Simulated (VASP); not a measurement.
Here is a VASP 6.6.1 calculation.

The input INCAR:

```
PREC = Accurate
ENCUT = 520
EDIFF = 1E-6
ISMEAR = -1
SIGMA = 0.05
LREAL = False
LASPH = True
NELM = 60
ALGO = Normal
ISIF = 2
LWAVE = False
LCHARG = True
GGA = RP
LELF = True
LVHAR = True
NBANDS = 11
```

KPOINTS

```
regular mesh
0
Gamma
  11 11 11
```

The input POSCAR:

```
MgO
1.0
    0.0000000000      2.0970013927      2.0970013927
    2.0970013927      0.0000000000      2.0970013927
    2.0970013927      2.0970013927      0.0000000000
Mg O
1 1
Direct
    0.0000000000      0.0000000000      0.0000000000
    0.5000000000      0.5000000000      0.5000000000
```

Potentials or basis: VASP PAW PBE potentials, release 64 (Mg, O).

Command:

```console
$ cat potpaw_PBE.64/Mg/POTCAR potpaw_PBE.64/O/POTCAR > POTCAR
$ mpirun -np 1 vasp_std > vasp.out
```

Question: Estimate the band gap on the k mesh.

Answer: 4.95 eV, direct.

Question: Estimate the pressure.

Answer: 11.0 GPa.

Caveat: the PAW data sets were made with another functional, which shifts forces and pressure a little.
